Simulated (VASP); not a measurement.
Wanted: the native input for a VASP 6.6.1 run.

* Task: single point
* Functional: PBE
* Potentials or basis: VASP PAW PBE potentials, release 64 (Nb_sv)
* Cutoff: 520 eV
* k mesh: 17 × 17 × 17
* Occupations: fermi-dirac, width 0.05 eV
* Spin: no spin polarisation
* Dipole correction: no
* Further INCAR settings: ALGO = Normal; EDIFF = 1e-06; NBANDS = 12

The structure of Nb lies in POSCAR:

```
Nb
1.0
   -1.6545981164      1.6545981164      1.6545981164
    1.6545981164     -1.6545981164      1.6545981164
    1.6545981164      1.6545981164     -1.6545981164
Nb
1
Direct
    0.0000000000      0.0000000000      0.0000000000
```

The input as run:

INCAR

```
SYSTEM = Nb
PREC = Accurate
ENCUT = 520
EDIFF = 1E-6
ISMEAR = -1
SIGMA = 0.05
LREAL = .False.
LASPH = .True.
NELM = 80
ALGO = Normal
ISIF = 2
LWAVE = .False.
LCHARG = .False.
GGA = PE
NBANDS = 12
```

KPOINTS

```
Automatic mesh
0
Gamma
  17 17 17
  0 0 0
```

Potentials or basis: VASP PAW PBE potentials, release 64 (Nb_sv).

The run is started by

```bash
$ cat potpaw_PBE.64/Nb_sv/POTCAR > POTCAR
$ mpirun -np 1 vasp_std > vasp.out
```

It gave:

| Property | Result |
| --- | --- |
| Pressure | -0.3 GPa |
| Band gap on the k mesh | zero (an odd number of electrons rules out a gap without spin polarisation) |

Run time: 10 s on 1 thread of Intel(R) Xeon(R) 6975P-C (Granite Rapids) (shared host), peak memory 0.15 GiB.
